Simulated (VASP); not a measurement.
# CsN2 (I4/mmm) in VASP: notebook

The runs below take CsN2 through single point, relaxation of cell and atoms, with PBE.

All numbers are computed with VASP 6.6.1; they aren't measurements. Logs are shortened: lines on timing, memory, paths and dates and some standing lists are left out, and cuts for length are marked.

## (1) The cell of the first run

It takes space group I4/mmm (No. 139, tetragonal). The conventional cell has a = 4.266 Å, b = 4.266 Å, c = 9.271 Å, α = 90.00°, β = 90.00°, γ = 90.00°. Within 4.3 Å of Cs (site symmetry 4/mmm) lie 10 N at 3.30 to 3.31 Å and 4 Cs at 4.27 Å. N (site symmetry 4mm) has 5 N at 2.65 to 3.61 Å and 5 Cs at 3.30 to 3.31 Å within 3.7 Å.

## (2) Single point, PBE, collinear spin, ferromagnetic start

INCAR reads:

```
ALGO = Normal
EDIFF = 1E-6
ENCUT = 520
GGA = PE
ISIF = 2
ISMEAR = 0
ISPIN = 2
LASPH = T
LCHARG = T
LELF = T
LORBIT = 11
LREAL = F
LVHAR = T
LWAVE = F
MAGMOM = 0.2 2.49 2.49
NBANDS = 20
NELM = 150
PREC = Accurate
SIGMA = 0.1
```

KPOINTS reads:

```
k-points
0
Gamma
  6 6 6
```

POSCAR reads:

```
CsN2
1.0
   -2.1328077851      2.1328077851      4.6353424850
    2.1328077851     -2.1328077851      4.6353424850
    2.1328077851      2.1328077851     -4.6353424850
Cs N
1 2
Direct
    0.0000000000      0.0000000000      0.0000000000
    0.6430873144      0.6430873144      0.0000000000
    0.3569126856      0.3569126856      0.0000000000
```

Potentials or basis: VASP PAW PBE potentials, release 64 (Cs_sv, N).

The run is started by

```bash
cat potpaw_PBE.64/Cs_sv/POTCAR potpaw_PBE.64/N/POTCAR > POTCAR
mpirun -np 1 vasp_std > vasp.out
```

OUTCAR:

```text
EDIFF = 1E-6
   ENCUT = 520
   GGA = PE
   ISIF = 2
   ISMEAR = 0
   ISPIN = 2
   LASPH = T
   LORBIT = 11
   LREAL = F
   NELM = 150
   PREC = Accurate

 ion  position               nearest neighbor table
   1  0.000  0.000  0.000-
   2  0.643  0.643  0.000-
   3  0.357  0.357  0.000-

  LATTYP: Found a body centered tetragonal cell.
 ALAT       =     4.2656155702
 C/A-ratio  =     2.1733521968

  Lattice vectors:

 A1 = (  -2.1328077851,   2.1328077851,   4.6353424850)
 A2 = (   2.1328077851,  -2.1328077851,   4.6353424850)
 A3 = (   2.1328077851,   2.1328077851,  -4.6353424850)

Analysis of symmetry for initial positions (statically):
=====================================================================
 Subroutine PRICEL returns:
 Original cell was already a primitive cell.

 Routine SETGRP: Setting up the symmetry group for a
 body centered tetragonal supercell.

 Subroutine GETGRP returns: Found 16 space group operations
 (whereof 16 operations were pure point group operations)
 out of a pool of 16 trial point group operations.

The static configuration has the point symmetry D_4h.

Analysis of symmetry for dynamics (positions and initial velocities):
=====================================================================
 Subroutine PRICEL returns:
 Original cell was already a primitive cell.

 Routine SETGRP: Setting up the symmetry group for a
 body centered tetragonal supercell.

 Subroutine GETGRP returns: Found 16 space group operations
 (whereof 16 operations were pure point group operations)
 out of a pool of 16 trial point group operations.

The dynamic configuration has the point symmetry D_4h.

Analysis of structural, dynamic, and magnetic symmetry:
=====================================================================
 Subroutine PRICEL returns:
 Original cell was already a primitive cell.

 Routine SETGRP: Setting up the symmetry group for a
 body centered tetragonal supercell.

 Subroutine GETGRP returns: Found 16 space group operations
 (whereof 16 operations were pure point group operations)
 out of a pool of 16 trial point group operations.

The overall configuration has the point symmetry D_4h.

 Subroutine INISYM returns: Found 16 space group operations
 (whereof 16 operations are pure point group operations),
 and found     1 'primitive' translations

[... 120 lines left out ...]
   LORBIT       =     11    0 simple, 1 ext, 2 COOP (PROOUT), +10 PAW based schemes
   GGA     = PE    functional components
   LHFCALC =     F    Hartree Fock is set to
   AEXX    =    0.0000 exact exchange contribution
   IVDW    =     0    specifies the selected vdW correction
   LEPSILON=     F    determine dielectric tensor
   LRPA    =     F    only Hartree local field effects (RPA)
 spin polarized calculation
 Gauss-broadening in eV      SIGMA  =   0.10
  energy-cutoff  :      520.00
  volume of cell :       84.34
 maximum number of plane-waves:      2288
 NGX is ok and might be reduce to    42
   NGX = 21   NGY = 21   NGZ = 21

 number of electron      18.9999999 magnetization       5.0000022

 Free energy of the ion-electron system (eV)
  ---------------------------------------------------
  ext. energy  EPLUGINS =         0.00000000
  ---------------------------------------------------
  free energy    TOTEN  =       -10.09166102 eV

  energy without entropy =      -10.09048859  energy(sigma->0) =      -10.09107481

 E-fermi :   0.1073     XC(G=0):  -7.7294

 val. band max:        0.0452087644   @ k =   0.5000  -0.0000   0.0000
 cond. band min:       0.1520769387   @ k =   0.5000  -0.0000   0.0000
 fundamental gap:      0.1068681743
 Fermi energy:         0.1072997649

 spin component 1

 k-point     1 :       0.0000    0.0000    0.0000
  band No.  band energies     occupation
      1     -20.8820      1.00000
      2     -13.8653      1.00000
      3     -13.1551      1.00000
      4      -7.6050      1.00000
      5      -7.4789      1.00000
      6      -7.4789      1.00000
[... 541 lines left out ...]
     19       9.8955      0.00000
     20      10.9782      0.00000

 [... further k-points ...]

 spin component 2

 k-point     1 :       0.0000    0.0000    0.0000
  band No.  band energies     occupation
      1     -20.8125      1.00000
      2     -10.4503      1.00000
      3      -9.4725      1.00000
      4      -7.5168      1.00000
      5      -7.3842      1.00000
      6      -7.3842      1.00000
[... 541 lines left out ...]
     19      10.6851      0.00000
     20      11.5540      0.00000

 [... further k-points ...]

------------------------ aborting loop because EDIFF is reached ----------------------------------------

  FORCE on cell =-STRESS in cart. coord.  units (eV):
  Direction    XX          YY          ZZ          XY          YZ          ZX
  --------------------------------------------------------------------------------------
  -------------------------------------------------------------------------------------
  Total        0.2109421      0.2109421      0.0314678      0.0000000     -0.0000000      0.0000000
  in kB        4.0070860      4.0070860      0.5977665      0.0000000     -0.0000000      0.0000000
  external PRESSURE =       2.8706462 kB  Pullay stress =       0.0000000 kB

 VOLUME and BASIS-vectors are now :
 -----------------------------------------------------------------------------
  energy-cutoff  :      520.00
  volume of cell :       84.34
      direct lattice vectors                 reciprocal lattice vectors
    -2.132807785  2.132807785  4.635342485     0.000000000  0.234432753  0.107866895
     2.132807785 -2.132807785  4.635342485     0.234432753  0.000000000  0.107866895
     2.132807785  2.132807785 -4.635342485     0.234432753  0.234432753  0.000000000

 POSITION                                       TOTAL-FORCE (eV/Angst)
 -----------------------------------------------------------------------------------
      0.00000      0.00000      0.00000        -0.000000     -0.000000      0.000000
      0.00000      0.00000      5.96186         0.000000      0.000000     -0.002777
      0.00000      0.00000      3.30883        -0.000000     -0.000000      0.002777
 -----------------------------------------------------------------------------------
    total drift:                               -0.000000     -0.000000      0.000000

  FREE ENERGIE OF THE ION-ELECTRON SYSTEM (eV)
  ---------------------------------------------------
  free  energy   TOTEN  =       -10.0916610221 eV

  energy  without entropy=      -10.0904885883  energy(sigma->0) =      -10.09107481

 total charge

# of ion       s       p       d       tot
------------------------------------------
    1        1.835   4.696   0.032   6.564
    2        1.338   2.015   0.000   3.353
    3        1.338   2.015   0.000   3.353
--------------------------------------------------
tot          4.511   8.726   0.032  13.270

 magnetization (x)

# of ion       s       p       d       tot
------------------------------------------
    1        0.006   0.057   0.011   0.075
    2        0.038   1.550   0.000   1.588
    3        0.038   1.550   0.000   1.588
--------------------------------------------------
tot          0.082   3.158   0.011   3.251
```

Run time: 62 s. Hardware: 1 thread of Intel Xeon 6975P-C (Granite Rapids), shared host; peak memory 0.33 GiB.

Results:

* Free energy: -10.0917 eV
* Pressure: 0.3 GPa
* Band gap on the k mesh: 0.11 eV
* Net moment: 5.00 μB per cell
* Site moments: Cs +0.07; N +1.59 μB
* Valence electrons inside the program's atomic spheres: Cs 6.56; N 3.35

Forces in eV/Å, atoms in the order of the input:
```
Cs   0.000  0.000  0.000
N    0.000  0.000 -0.003
N    0.000  0.000  0.003
```

Stress tensor (GPa, compression positive):
```
0.40 0.00 0.00
0.00 0.40 0.00
0.00 0.00 0.06
```

Levels at points of the mesh, in eV from the valence-band top:
Spin up:
```
           k point  band 9  band 10  band 11  band 12  band 13  band 14  band 15  band 16
(0.00, 0.00, 0.00)   -2.37    -2.08    -2.08    -0.32     4.40     4.51     7.23     8.12
(0.50, 0.00, 0.00)   -2.33    -2.06    -1.97    -0.74     5.42     5.60     7.56     7.82
(0.50, 0.50, 0.00)   -2.48    -2.04    -1.98    -0.55     6.46     6.63     7.25     8.21
(0.50, 0.50, 0.50)   -2.30    -1.88    -1.88    -0.87     4.06     5.79     7.12     7.83
```
Spin down:
```csv
k point,band 5,band 6,band 7,band 8,band 9,band 10
"(0.00, 0.00, 0.00)",-7.43,-7.43,-0.85,1.13,1.13,1.61
"(0.50, 0.00, 0.00)",-7.38,-7.34,0.00,0.11,0.80,1.51
"(0.50, 0.50, 0.00)",-7.99,-7.41,-0.38,0.18,0.72,1.60
"(0.50, 0.50, 0.50)",-7.46,-7.13,-0.08,1.11,1.11,1.72
```

Caveat: spin-orbit coupling is left out, which moves the levels of the heavy elements. A k mesh can miss the band edges.

## (3) Relaxation of cell and atoms, PBE, collinear spin, ferromagnetic start

This run uses another cell than the first one, of 19.15 Å³/atom.

INCAR reads:

```
SYSTEM = CsN2
PREC = Accurate ; ENCUT = 600
EDIFF = 1E-6 ; ISMEAR = 0
SIGMA = 0.1 ; LREAL = .False.
LASPH = .True. ; NELM = 150
ALGO = Normal ; ISIF = 3
LWAVE = .False. ; LCHARG = .False.
ISPIN = 2 ; MAGMOM = 0.2 2.49 2.49
LORBIT = 11 ; GGA = PE
IBRION = 2 ; NSW = 90
EDIFFG = -0.04
```

KPOINTS reads:

```
regular mesh
0
Gamma
  6 6 6
  0 0 0
```

POSCAR reads:

```
CsN2
1.0
   -1.8023124826      1.8023124826      4.4212978088
    1.8023124826     -1.8023124826      4.4212978088
    1.8023124826      1.8023124826     -4.4212978088
Cs N
1 2
Direct
    0.0000000000      0.0000000000      0.0000000000
    0.6650000000      0.6650000000      0.0000000000
    0.3350000000      0.3350000000      0.0000000000
```

Potentials or basis: VASP PAW PBE potentials, release 64 (Cs_sv, N).

The run is started by

```bash
cat potpaw_PBE.64/Cs_sv/POTCAR potpaw_PBE.64/N/POTCAR > POTCAR
mpirun -np 1 vasp_std > vasp.out
```

Wall time 8.7 min (1 thread of Intel Xeon 6975P-C (Granite Rapids), shared host); peak memory 0.36 GiB.

The run converged. Its results:

```
Free energy                                           : -10.0613 eV
Relaxed volume                                        : 27.95 Å³/atom
Relaxed cell                                          : a = 5.530 Å, b = 5.530 Å, c = 5.530 Å, α = 134.81°, β = 134.81°, γ = 65.83°
Space group after relaxing (to 0.1 Å)                 : I4/mmm (No. 139)
Energy gained by relaxing                             : 195.4 meV/atom
Ionic steps                                           : 16
Pressure after relaxing                               : 0.0 GPa
Band gap on the k mesh                                : 0.10 eV
Net moment                                            : 5.00 μB per cell
Site moments                                          : Cs +0.08; N +1.58 μB
Valence electrons inside the program's atomic spheres : Cs 6.57; N 3.35
```

Forces in eV/Å, atoms in the order of the input:
```
Cs   0.000  0.000  0.000
N    0.000  0.000  0.002
N    0.000  0.000 -0.002
```

Step by step:
```
step  energy change (eV)  largest force (eV/Å)  pressure (GPa)  volume (Å³)
   1              0.0000                0.1362            9.87        57.45
   2             -0.4017                0.0500            3.22        67.82
   3             -0.4922                0.1152            0.84        75.05
   4             -0.5028                0.1369            0.07        78.42
   5             -0.5030                0.1409           -0.07        79.09
   6             -0.5141                0.1465           -0.03        79.19
   7             -0.5319                0.1802            0.15        79.40
   8             -0.5323                0.1914            0.22        79.43
   9             -0.5425                0.1974            0.15        80.39
  10             -0.5729                0.1707           -0.09        83.28
  11             -0.5365                0.2923           -0.66        89.24
  12             -0.5804                0.0959           -0.27        84.71
  13             -0.5810                0.0598           -0.33        85.26
  14             -0.5851                0.0516            0.20        82.97
  15             -0.5857                0.0214            0.04        83.56
  16             -0.5863                0.0024           -0.05        83.84
```

Final structure:
```cif
data_structure
_symmetry_space_group_name_H-M 'P 1'
_symmetry_Int_Tables_number 1
_cell_length_a 5.5301
_cell_length_b 5.5301
_cell_length_c 5.5301
_cell_angle_alpha 134.806
_cell_angle_beta 134.806
_cell_angle_gamma 65.832
_cell_volume 83.84
loop_
_atom_site_label
_atom_site_type_symbol
_atom_site_fract_x
_atom_site_fract_y
_atom_site_fract_z
_atom_site_occupancy
Cs1 Cs 0.00000 0.00000 0.00000 1
N1 N 0.64298 0.64298 0.00000 1
N2 N 0.35702 0.35702 0.00000 1
```

Levels at points of the mesh, in eV from the valence-band top:
Spin up:
```csv
k point,band 9,band 10,band 11,band 12,band 13,band 14,band 15,band 16
"(0.00, 0.00, 0.00)",-2.37,-2.06,-2.06,-0.32,4.44,4.51,7.24,8.17
"(0.50, 0.00, 0.00)",-2.33,-2.05,-1.96,-0.74,5.42,5.63,7.59,7.87
"(0.50, 0.50, 0.00)",-2.47,-2.05,-1.97,-0.56,6.50,6.66,7.27,8.22
"(0.50, 0.50, 0.50)",-2.30,-1.88,-1.88,-0.88,4.06,5.83,7.16,7.82
```
Spin down:
| k point | band 4 | band 5 | band 6 | band 7 | band 8 | band 9 | band 10 | band 11 |
| --- | --- | --- | --- | --- | --- | --- | --- | --- |
| (0.00, 0.00, 0.00) | -7.55 | -7.41 | -7.41 | -0.86 | 1.13 | 1.13 | 1.62 | 1.62 |
| (0.50, 0.00, 0.00) | -7.71 | -7.37 | -7.32 | 0.00 | 0.10 | 0.80 | 1.51 | 1.73 |
| (0.50, 0.50, 0.00) | -8.06 | -7.99 | -7.40 | -0.38 | 0.17 | 0.72 | 1.58 | 1.62 |
| (0.50, 0.50, 0.50) | -7.45 | -7.45 | -7.11 | -0.08 | 1.12 | 1.12 | 1.71 | 1.98 |

Caveat: the volume moved by over 15 % at a fixed basis, so the end points are rough; spin-orbit coupling is left out, which moves the levels of the heavy elements.
